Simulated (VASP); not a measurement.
# Zn (Pm-3m) in VASP: further runs

The runs below take Zn through single point, relaxation of cell and atoms, with PBE.

Everything below comes from runs of VASP 6.6.1. Logs are shortened: lines on timing, memory, paths and dates and some standing lists are left out, and cuts for length are marked.

## 1. The cell of the first run

The structure is cubic, space group Pm-3m (No. 221). The conventional cell has a = 2.424 Å, b = 2.424 Å, c = 2.424 Å, α = 90.00°, β = 90.00°, γ = 90.00°. Within 3.2 Å of Zn (site symmetry m-3m) lie 6 Zn at 2.42 Å.

This isn't the form of Zn at room conditions, which is hcp.

## 2. Single point, PBE

File INCAR:

```
ALGO = Normal
EDIFF = 1E-6
ENCUT = 520
GGA = PE
ISIF = 2
ISMEAR = -1
LASPH = T
LCHARG = F
LREAL = F
LWAVE = F
NBANDS = 12
NELM = 80
PREC = Accurate
SIGMA = 0.08
```

File KPOINTS:

```
k-points
0
Gamma
  16 16 16
```

File POSCAR:

```
Zn
1.0
    2.4235522743      0.0000000000      0.0000000000
    0.0000000000      2.4235522743      0.0000000000
    0.0000000000      0.0000000000      2.4235522743
Zn
1
Direct
    0.0000000000      0.0000000000      0.0000000000
```

Potentials or basis: VASP PAW PBE potentials, release 64 (Zn).

On the command line:

```console
$ cat potpaw_PBE.64/Zn/POTCAR > POTCAR
$ mpirun -np 1 vasp_std > vasp.out
```

OUTCAR:

```text
EDIFF = 1E-6
   ENCUT = 520
   GGA = PE
   ISIF = 2
   ISMEAR = -1
   LASPH = T
   LREAL = F
   NELM = 80
   PREC = Accurate

 ion  position               nearest neighbor table
   1  0.000  0.000  0.000-

  LATTYP: Found a simple cubic cell.
 ALAT       =     2.4235522743

  Lattice vectors:

 A1 = (   2.4235522743,   0.0000000000,   0.0000000000)
 A2 = (   0.0000000000,   2.4235522743,   0.0000000000)
 A3 = (   0.0000000000,   0.0000000000,   2.4235522743)

Analysis of symmetry for initial positions (statically):
=====================================================================
 Subroutine PRICEL returns:
 Original cell was already a primitive cell.

 Routine SETGRP: Setting up the symmetry group for a
 simple cubic supercell.

 Subroutine GETGRP returns: Found 48 space group operations
 (whereof 48 operations were pure point group operations)
 out of a pool of 48 trial point group operations.

The static configuration has the point symmetry O_h .

Analysis of symmetry for dynamics (positions and initial velocities):
=====================================================================
 Subroutine PRICEL returns:
 Original cell was already a primitive cell.

 Routine SETGRP: Setting up the symmetry group for a
 simple cubic supercell.

 Subroutine GETGRP returns: Found 48 space group operations
 (whereof 48 operations were pure point group operations)
 out of a pool of 48 trial point group operations.

The dynamic configuration has the point symmetry O_h .

 Subroutine INISYM returns: Found 48 space group operations
 (whereof 48 operations are pure point group operations),
 and found     1 'primitive' translations

----------------------------------------------------------------------------------------

                                     Primitive cell

  volume of cell :      14.2350

  direct lattice vectors                    reciprocal lattice vectors
     2.423552274  0.000000000  0.000000000     0.412617467  0.000000000  0.000000000
     0.000000000  2.423552274  0.000000000     0.000000000  0.412617467  0.000000000
     0.000000000  0.000000000  2.423552274     0.000000000  0.000000000  0.412617467

  length of vectors
     2.423552274  2.423552274  2.423552274     0.412617467  0.412617467  0.412617467

  position of ions in fractional coordinates (direct lattice)
     0.000000000  0.000000000  0.000000000

  ion indices of the primitive-cell ions
   primitive index   ion index
                 1           1

----------------------------------------------------------------------------------------

 KPOINTS: k-points

Automatic generation of k-mesh.
 Grid dimensions read from file:
 generate k-points for:   16   16   16

 Generating k-lattice:

  Cartesian coordinates                     Fractional coordinates (reciprocal lattice)
     0.025788592  0.000000000  0.000000000     0.062500000  0.000000000  0.000000000
     0.000000000  0.025788592  0.000000000     0.000000000  0.062500000  0.000000000
     0.000000000  0.000000000  0.025788592     0.000000000  0.000000000  0.062500000

  Length of vectors
     0.025788592  0.025788592  0.025788592

  Shift w.r.t. Gamma in fractional coordinates (k-lattice)
     0.000000000  0.000000000  0.000000000

 Subroutine IBZKPT returns following result:
 ===========================================

 Found    165 irreducible k-points:

 Following reciprocal coordinates:
            Coordinates               Weight
  0.000000  0.000000  0.000000      1.000000
  0.062500  0.000000  0.000000      6.000000
  0.125000  0.000000  0.000000      6.000000
  0.187500  0.000000  0.000000      6.000000
  0.250000  0.000000  0.000000      6.000000
  0.312500  0.000000  0.000000      6.000000
[... 16 lines left out ...]
  0.437500  0.125000  0.000000     24.000000
  0.500000  0.125000  0.000000     12.000000
 [... further k-points ...]
   k-points           NKPTS =    165   k-points in BZ     NKDIM =    165   number of bands    NBANDS=     12
   number of dos      NEDOS =    301   number of ions     NIONS =      1
   total plane-waves  NPLWV =   5832
   dimension x,y,z NGX =    18 NGY =   18 NGZ =   18
   dimension x,y,z NGXF=    36 NGYF=   36 NGZF=   36
   ions per type =               1
   NGX,Y,Z   is equivalent  to a cutoff of  12.35, 12.35, 12.35 a.u.
   NGXF,Y,Z  is equivalent  to a cutoff of  24.69, 24.69, 24.69 a.u.
 SYSTEM =  unknown system
   PREC   = accura    normal or accurate (medium, high low for compatibility)
   ISTART =      0    job   : 0-new  1-cont  2-samecut
   ICHARG =      2    charge: 1-file 2-atom 10-const
   ISPIN  =      1    spin polarized calculation?
   LNONCOLLINEAR =      F non collinear calculations
   LSORBIT =      F    spin-orbit coupling
   LASPH  =      T    aspherical Exc in radial PAW
   ENCUT  =  520.0 eV  38.22 Ry    6.18 a.u.   4.51  4.51  4.51*2*pi/ulx,y,z
   NELM   =     80;   NELMIN=  2; NELMDL= -5     # of ELM steps
   EDIFF  = 0.1E-05   stopping-criterion for ELM
   LREAL  =      F    real-space projection
   EDIFFG = 0.1E-04   stopping-criterion for IOM
   NSW    =      0    number of steps for IOM
   IBRION =     -1    ionic relax: 0-MD 1-quasi-New 2-CG
   NFREE  =      0    steps in history (QN), initial steepest desc. (CG)
   ISIF   =      2    stress and relaxation
   ISYM   =      2    0-nonsym 1-usesym 2-fastsym
   POTIM  = 0.5000    time-step for ionic-motion
   TEBEG  =    0.0;   TEEND  =   0.0 temperature during run
   PSTRESS=    0.0 pullay stress
   NELECT =      12.0000    total number of electrons
   NUPDOWN=      -1.0000    fix difference up-down
   EMIN   =  10.00;   EMAX   =-10.00  energy-range for DOS
   EFERMI =   0.00;   METHOD = LEGACY
   ISMEAR =    -1;   SIGMA  =   0.08  broadening in eV -4-tet -1-fermi 0-gaus
   EFERMI_NEDOS =   21; number of points for ismear=-14 and -15
   IALGO  =     38    algorithm
   IMIX   =      4    mixing-type and parameters
     AMIX     =   0.40;   BMIX     =  1.00
     AMIX_MAG =   1.60;   BMIX_MAG =  1.00
  volume/ion in A,a.u.               =      14.23        96.06
  Fermi-wavevector in a.u.,A,eV,Ry     =   1.546499  2.922459 32.540480  2.391658
  Thomas-Fermi vector in A             =   2.651726
   LORBIT       =      0    0 simple, 1 ext, 2 COOP (PROOUT), +10 PAW based schemes
   GGA     = PE    functional components
   LHFCALC =     F    Hartree Fock is set to
   AEXX    =    0.0000 exact exchange contribution
   IVDW    =     0    specifies the selected vdW correction
   LEPSILON=     F    determine dielectric tensor
   LRPA    =     F    only Hartree local field effects (RPA)
 non-spin polarized calculation
  energy-cutoff  :      520.00
  volume of cell :       14.23
 maximum number of plane-waves:       402
   NGX =  9   NGY =  9   NGZ =  9

 number of electron      12.0000024 magnetization

 Free energy of the ion-electron system (eV)
  ---------------------------------------------------
  ext. energy  EPLUGINS =         0.00000000
  ---------------------------------------------------
  free energy    TOTEN  =        -0.66706009 eV

  energy without entropy =       -0.66012413  energy(sigma->0) =       -0.66359211

 E-fermi :   3.4227     XC(G=0): -11.8295

 val. band max:        3.4061767504   @ k =   0.4375   0.2500   0.0000
 cond. band min:       3.4599510756   @ k =   0.4375   0.4375   0.1250
 fundamental gap:      0.0537743252
 Fermi energy:         3.4226633553

 k-point     1 :       0.0000    0.0000    0.0000
  band No.  band energies     occupation
      1      -7.3604      2.00000
      2      -5.3992      2.00000
      3      -5.3992      2.00000
      4      -3.6229      2.00000
      5      -3.6229      2.00000
      6      -3.6229      2.00000
      7      17.7596      0.00000
      8      17.7596      0.00000
      9      17.7596      0.00000
     10      20.8683      0.00000
     11      20.8683      0.00000
     12      24.7235      0.00000

 k-point     2 :       0.0625    0.0000    0.0000
  band No.  band energies     occupation
      1      -7.2573      2.00000
      2      -5.3916      2.00000
      3      -5.3648      2.00000
      4      -3.6439      2.00000
      5      -3.6439      2.00000
      6      -3.6212      2.00000
      7      16.0889      0.00000
      8      17.8851      0.00000
      9      17.8851      0.00000
     10      20.9362      0.00000
     11      22.1315      0.00000
     12      25.3510      0.00000

 k-point     3 :       0.1250    0.0000    0.0000
  band No.  band energies     occupation
      1      -6.9567      2.00000
      2      -5.3699      2.00000
      3      -5.2573      2.00000
      4      -3.7032      2.00000
      5      -3.7032      2.00000
      6      -3.6163      2.00000
      7      13.4890      0.00000
      8      18.2576      0.00000
      9      18.2576      0.00000
     10      21.1411      0.00000
     11      23.1743      0.00000
     12      27.5605      0.00000

 k-point     4 :       0.1875    0.0000    0.0000
  band No.  band energies     occupation
      1      -6.4954      2.00000
      2      -5.3373      2.00000
      3      -5.0522      2.00000
      4      -3.7907      2.00000
      5      -3.7907      2.00000
      6      -3.6089      2.00000
      7      10.8905      0.00000
      8      18.8650      0.00000
      9      18.8650      0.00000
     10      21.4859      0.00000
     11      23.6824      0.00000
     12      30.7009      0.00000

 k-point     5 :       0.2500    0.0000    0.0000
  band No.  band energies     occupation
      1      -5.9790      2.00000
      2      -5.2987      2.00000
      3      -4.6636      2.00000
      4      -3.8921      2.00000
      5      -3.8921      2.00000
      6      -3.6001      2.00000
      7       8.4137      0.00000
      8      19.6884      0.00000
      9      19.6884      0.00000
     10      21.9761      0.00000
     11      24.1093      0.00000
     12      32.5792      0.00000

 k-point     6 :       0.3125    0.0000    0.0000
  band No.  band energies     occupation
      1      -5.5816      2.00000
      2      -5.2599      2.00000
      3      -3.9917      2.00000
      4      -3.9917      2.00000
      5      -3.9429      2.00000
      6      -3.5914      2.00000
      7       6.0941      0.00000
      8      20.6990      0.00000
      9      20.6990      0.00000
     10      22.6154      0.00000
     11      24.5497      0.00000
     12      30.5917      0.00000

 k-point     7 :       0.3750    0.0000    0.0000
  band No.  band energies     occupation
      1      -5.3499      2.00000
      2      -5.2268      2.00000
      3      -4.0747      2.00000
      4      -4.0747      2.00000
      5      -3.5839      2.00000
      6      -2.8746      2.00000
      7       3.9520      0.00267
      8      21.8451      0.00000
      9      21.8451      0.00000
     10      23.4020      0.00000
     11      24.9857      0.00000
     12      28.8335      0.00000

 k-point     8 :       0.4375    0.0000    0.0000
  band No.  band energies     occupation
      1      -5.2285      2.00000
      2      -5.2046      2.00000
      3      -4.1295      2.00000
      4      -4.1295      2.00000
      5      -3.5789      2.00000
      6      -1.5637      2.00000
      7       2.0222      2.00000
      8      22.9848      0.00000
      9      22.9848      0.00000
     10      24.2959      0.00000
     11      25.3354      0.00000
     12      27.3530      0.00000
[... 166 lines left out ...]
 k-point    20 :       0.2500    0.1250    0.0000
  band No.  band energies     occupation
      1      -5.6658      2.00000
      2      -5.1675      2.00000
      3      -4.6581      2.00000
      4      -3.8823      2.00000
      5      -3.8562      2.00000
      6      -3.6754      2.00000
      7       8.7809      0.00000
      8      15.2860      0.00000
      9      20.1812      0.00000
     10      23.2430      0.00000
     11      26.9894      0.00000
     12      29.3744      0.00000

 k-point    21 :       0.3125    0.1250    0.0000
  band No.  band energies     occupation
      1      -5.3720      2.00000
      2      -5.1004      2.00000
      3      -4.3599      2.00000
      4      -3.9802      2.00000
      5      -3.6654      2.00000
      6      -3.4583      2.00000
      7       6.4685      0.00000
      8      16.1881      0.00000
      9      21.1927      0.00000
     10      23.7960      0.00000
     11      25.3839      0.00000
     12      29.5565      0.00000

 k-point    22 :       0.3750    0.1250    0.0000
  band No.  band energies     occupation
      1      -5.2305      2.00000
      2      -5.0142      2.00000
      3      -4.3534      2.00000
      4      -4.0619      2.00000
      5      -3.6569      2.00000
      6      -2.4370      2.00000
      7       4.3224      0.00003
      8      17.2716      0.00000
      9      22.3454      0.00000
     10      23.3774      0.00000
     11      24.6459      0.00000
     12      29.6792      0.00000

 k-point    23 :       0.4375    0.1250    0.0000
  band No.  band energies     occupation
      1      -5.1725      2.00000
      2      -4.9351      2.00000
      3      -4.3989      2.00000
      4      -4.1158      2.00000
      5      -3.6512      2.00000
      6      -1.1042      2.00000
      7       2.3679      2.00000
      8      18.5081      0.00000
      9      21.7128      0.00000
     10      23.5054      0.00000
     11      25.2585      0.00000
     12      28.4279      0.00000

 k-point    24 :       0.5000    0.1250    0.0000
  band No.  band energies     occupation
      1      -5.1564      2.00000
      2      -4.9033      2.00000
      3      -4.4201      2.00000
      4      -4.1346      2.00000
      5      -3.6492      2.00000
      6       0.1282      2.00000
      7       0.9329      2.00000
      8      19.5379      0.00000
      9      20.5243      0.00000
     10      24.1363      0.00000
     11      25.5866      0.00000
     12      27.6256      0.00000

 [... further k-points ...]
[... 5 lines left out ...]
  --------------------------------------------------------------------------------------
  -------------------------------------------------------------------------------------
  Total        1.9966094      1.9966094      1.9966094     -0.0000000     -0.0000000     -0.0000000
  in kB      224.7224808    224.7224808    224.7224808     -0.0000000     -0.0000000     -0.0000000
  external PRESSURE =     224.7224808 kB  Pullay stress =       0.0000000 kB

 VOLUME and BASIS-vectors are now :
 -----------------------------------------------------------------------------
  energy-cutoff  :      520.00
  volume of cell :       14.23
      direct lattice vectors                 reciprocal lattice vectors
     2.423552274  0.000000000  0.000000000     0.412617467  0.000000000  0.000000000
     0.000000000  2.423552274  0.000000000     0.000000000  0.412617467  0.000000000
     0.000000000  0.000000000  2.423552274     0.000000000  0.000000000  0.412617467

 POSITION                                       TOTAL-FORCE (eV/Angst)
 -----------------------------------------------------------------------------------
      0.00000      0.00000      0.00000         0.000000      0.000000      0.000000
 -----------------------------------------------------------------------------------
    total drift:                                0.000000      0.000000      0.000000

  FREE ENERGIE OF THE ION-ELECTRON SYSTEM (eV)
  ---------------------------------------------------
  free  energy   TOTEN  =        -0.6670600872 eV

  energy  without entropy=       -0.6601241274  energy(sigma->0) =       -0.66359211
```

Wall time 14 s (1 thread of Intel Xeon Platinum 8488C (Sapphire Rapids), shared host); peak memory 0.13 GiB.

Results:

| Quantity | Value |
| --- | --- |
| Free energy | -0.6671 eV |
| Pressure | 22.5 GPa |
| Band gap on the k mesh | zero (bands 6 and 7 overlap by 9.23 eV) |

Caveat: the cell stands under pressure.

(Continued in part 2 of 2.)
